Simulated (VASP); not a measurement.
Here is a VASP 6.6.1 calculation.

INCAR

```
ALGO = Normal
EDIFF = 1E-7
EDIFFG = -0.08
ENCUT = 520
GGA_COMPAT = False
IBRION = 2
ISIF = 2
ISMEAR = -1
LASPH = True
LCHARG = False
LREAL = False
LWAVE = False
NELM = 120
NELMIN = 4
NSW = 45
PREC = Accurate
SIGMA = 0.1
```

Contents of KPOINTS:

```
k-points
0
Gamma
  3 2 3
```

The input POSCAR:

```
HOs12
1.0
    5.4800000000      0.0000000000      0.0000000000
   -4.1100000000      7.1187290000      0.0000000000
    0.0000000000      0.0000000000      4.3264600000
Os H
12 1
Direct
    0.0000000000      0.0000000000      0.0000000000
    0.1666667000      0.2222222000      0.5000000000
    0.0000000000      0.3333333000      0.0000000000
    0.1666667000      0.5555556000      0.5000000000
    0.0000000000      0.6666667000      0.0000000000
    0.1666667000      0.8888889000      0.5000000000
    0.5000000000      0.0000000000      0.0000000000
    0.6666667000      0.2222222000      0.5000000000
    0.5000000000      0.3333333000      0.0000000000
    0.6666667000      0.5555556000      0.5000000000
    0.5000000000      0.6666667000      0.0000000000
    0.6666667000      0.8888889000      0.5000000000
    0.8367159000      0.1062846000      0.2413604000
```

Potentials or basis: VASP PAW LDA potentials, release 64 (Os, H).

Command:

```sh
$ cat potpaw_LDA.64/Os/POTCAR potpaw_LDA.64/H/POTCAR > POTCAR
$ mpirun -np 1 vasp_std > vasp.out
```

Question: Estimate the band gap on the k mesh.

Answer: Zero (an odd number of electrons rules out a gap without spin polarisation).

Question: What does it give for the energy gained by relaxing?

Answer: 12.6 meV/atom.

Stress tensor (GPa, compression positive):
```
-2.60 -0.10 -0.03
-0.10 -2.41 -0.01
-0.03 -0.01 -6.14
```

Caveat: the k points lie up to 0.48 Å⁻¹ apart, too coarse for converged energies and pressures of a metal; spin-orbit coupling is left out, which moves the levels of the heavy elements.
